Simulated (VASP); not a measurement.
**HfSnO4: single point with PBE**

The system is HfSnO4.

```xyz
6
Lattice="3.5341 -3.5341 0.0000 3.5341 3.5341 0.0000 0.0000 0.0000 3.3613" Properties=species:S:1:pos:R:3 pbc="T T T"
Hf    3.5341    0.0000    1.6807
Sn    0.0000    0.0000    0.0000
O     3.5341   -1.3634    0.0000
O     1.3634    0.0000    1.6807
O     3.5341    1.3634    0.0000
O     5.7047    0.0000    1.6807
```

```json
{
 "Program": "VASP 6.6.1",
 "Task": "single point",
 "Functional": "PBE",
 "Potentials or basis": "VASP PAW PBE potentials, release 64 (Hf_pv, Sn_d, O)",
 "Cutoff": "520 eV",
 "k mesh": "4 × 4 × 6",
 "Occupations": "gaussian, width 0.1 eV",
 "Spin": "no spin polarisation"
}
```

| Quantity | Value |
| --- | --- |
| Pressure | -16.1 GPa |
| Largest force | 0.571 eV/Å |
| Band gap on the k mesh | 1.36 eV |

Forces on the atoms (eV/Å):
```
Hf   0.000  0.000  0.000
Sn   0.000  0.000  0.000
O    0.000  0.571  0.000
O    0.234  0.000  0.000
O    0.000 -0.571  0.000
O   -0.234  0.000  0.000
```

Stress tensor (GPa, compression positive):
```
-12.63   0.00   0.00
  0.00 -14.71   0.00
  0.00   0.00 -21.01
```

Levels at points of the mesh, in eV from the valence-band top:
```csv
k point,band 21,band 22,band 23,band 24,band 25,band 26,band 27,band 28
"(0.00, 0.00, 0.00)",-1.03,-0.59,-0.58,0.00,1.36,3.91,5.32,5.69
"(0.50, 0.00, 0.00)",-1.31,-1.04,-0.69,-0.50,3.33,3.94,5.02,5.05
"(0.50, 0.50, 0.00)",-1.43,-1.23,-1.16,-0.74,2.02,4.26,5.35,5.78
"(0.00, 0.00, 0.50)",-1.71,-1.31,-1.08,-0.78,4.63,4.92,5.13,5.34
"(0.50, 0.00, 0.50)",-1.30,-1.26,-0.87,-0.80,3.77,4.59,5.45,5.94
"(0.50, 0.50, 0.50)",-1.06,-0.91,-0.67,-0.49,4.13,4.58,4.83,5.45
```

It took 80 s on 1 thread of AMD EPYC 7R43 64-Core Processor (Zen 3), with other jobs on the host, peak memory 0.21 GiB.

Caveat: the cell stands under tension; spin-orbit coupling is left out, which moves the levels of the heavy elements.
